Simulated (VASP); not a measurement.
CuTe, 4 atoms in the cell. It takes space group Pmmn (No. 59, orthorhombic). The conventional cell has a = 3.155 Å, b = 4.092 Å, c = 6.956 Å, α = 90.00°, β = 90.00°, γ = 90.00°. Within 3.4 Å of Cu (site symmetry mm2) lie 4 Te at 2.60 to 2.76 Å and 6 Cu at 2.67 to 3.15 Å. Within 3.4 Å of Te (site symmetry mm2) lie 4 Cu at 2.60 to 2.76 Å and 2 Te at 3.15 Å. 

| Item | Value |
| --- | --- |
| Program | VASP 6.6.1 |
| Task | single point |
| Functional | r2SCAN |
| Potentials or basis | VASP PAW PBE potentials, release 64 (Cu, Te) |
| Cutoff | 520 eV |
| k mesh | 7 × 5 × 3 |
| Occupations | fermi-dirac, width 0.1 eV |
| Spin | no spin polarisation |
| Dipole correction | no |
| Further INCAR settings | ALGO = Normal; EDIFF = 1e-06; NBANDS = 25 |

Potentials or basis: VASP PAW PBE potentials, release 64 (Cu, Te).

Run with:

```sh
$ cat potpaw_PBE.64/Cu/POTCAR potpaw_PBE.64/Te/POTCAR > POTCAR
$ cp INCAR.step1 INCAR
$ mpirun -np 1 vasp_std > vasp.out
$ cp INCAR.step2 INCAR
$ mpirun -np 1 vasp_std > vasp.out
```

Hardware: 1 thread of Intel(R) Xeon(R) Platinum 8488C (Sapphire Rapids), on a shared host.

Problem. How long does it take, and how much memory?

Solution. Wall time 94 s on 1 thread of Intel(R) Xeon(R) Platinum 8488C (Sapphire Rapids), with other jobs on the host, peak memory 0.22 GiB. Counts: k points 24.
